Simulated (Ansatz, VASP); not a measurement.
## LaF5 in VASP and in Ansatz

```
La F
1.0
     0.00000    3.46923    3.46923
     3.46923    0.00000    3.46923
     3.46923    3.46923    0.00000
La F
1 5
Direct
  0.00000 0.00000 0.00000
  0.75000 0.75000 0.75000
  0.37597 0.37597 0.87208
  0.37597 0.87208 0.37597
  0.37597 0.37597 0.37597
  0.87208 0.37597 0.37597
```

Change from the starting cell: species swapped into the ErCu5 type (F-43m, No. 216).

Alike in both runs: task relaxation of cell and atoms; functional PBE; k mesh 4 × 4 × 4; occupations gaussian, width 0.1 eV; no spin polarisation.

```csv
,VASP,Ansatz
version,VASP 6.6.1,Ansatz 0.2.0
potentials or method,"VASP PAW PBE potentials, release 64 (La, F), cutoff 600 eV","scalar-relativistic, plane waves, PAW"
valence electrons in the cell,46,46
```

VASP gave:

```
gap on the k mesh at the Fermi level, each at its own relaxed structure (eV) : none
relaxed volume (Å³/atom)                                                     : 11.46
relaxed cell length with the largest relative difference (Å)                 : 4.599
```

Question: What did Ansatz give for the same quantities?

Answer: gap on the k mesh at the Fermi level, each at its own relaxed structure (eV): none; relaxed volume (Å³/atom): 11.54; relaxed cell length with the largest relative difference (Å): 4.609.

A gap of «none» marks a metal or a gap that the smearing closes.

The k mesh is coarse, so the values compare programs but aren't converged. Spin-orbit coupling is off throughout. Noted on VASP's run: the volume moved by over 15 % at a fixed basis, so the end points are rough.
